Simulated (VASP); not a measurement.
A run of VASP 6.6.1 is set up as follows.

Contents of POSCAR:

```
GaMo2
1.0
    5.0400354700      0.0000000000      0.0000000000
    0.0000000000      5.0400354700      0.0000000000
    0.0000000000      0.0000000000      3.3911059300
Mo Ga
4 2
Direct
    0.3057000000      0.3057000000      0.0000000000
    0.1943000000      0.8057000000      0.5000000000
    0.6943000000      0.6943000000      0.0000000000
    0.8057000000      0.1943000000      0.5000000000
    0.0000000000      0.0000000000      0.0000000000
    0.5000000000      0.5000000000      0.5000000000
```

Contents of INCAR.step1:

```
PREC = Accurate ; ENCUT = 520
ISMEAR = -5 ; SIGMA = 0.1
LREAL = False ; LASPH = True
NELM = 100 ; LMAXMIX = 4
NBANDS = 50 ; GGA = PE
ALGO = Normal ; EDIFF = 1E-4
LWAVE = True ; LCHARG = False
```

Contents of INCAR.step2:

```
PREC = Accurate ; ENCUT = 520
EDIFF = 1E-7 ; ISMEAR = -1
SIGMA = 0.1 ; LREAL = False
LASPH = True ; NELM = 100
ALGO = Normal ; ISIF = 2
LWAVE = False ; LCHARG = False
LMAXMIX = 4 ; METAGGA = R2SCAN
LMIXTAU = True ; LORBIT = 11
NBANDS = 50 ; ISTART = 1
```

KPOINTS

```
regular mesh
0
Gamma
  7 7 10
```

Potentials or basis: VASP PAW PBE potentials, release 64 (Mo_sv, Ga_d).

The run is started by

```bash
$ cat potpaw_PBE.64/Mo_sv/POTCAR potpaw_PBE.64/Ga_d/POTCAR > POTCAR
$ cp INCAR.step1 INCAR
$ mpirun -np 1 vasp_std > vasp.out
$ cp INCAR.step2 INCAR
$ mpirun -np 1 vasp_std > vasp.out
```

Task: Predict the pressure.

Result: 76.9 GPa.

Task: What does it give for the band gap on the k mesh?

Result: Zero (bands 41 and 42 overlap by 1.95 eV).

Task: What does it give for the largest force?

Result: 2.340 eV/Å.

Forces in eV/Å, atoms in the order of the input:
```
Mo  -1.655 -1.655  0.000
Mo   1.655 -1.655  0.000
Mo   1.655  1.655  0.000
Mo  -1.655  1.655  0.000
Ga   0.000  0.000  0.000
Ga   0.000  0.000  0.000
```

Caveat: the stress differs along the axes, from 72 to 86 GPa; the PAW data sets were made with another functional, which shifts forces and pressure a little.
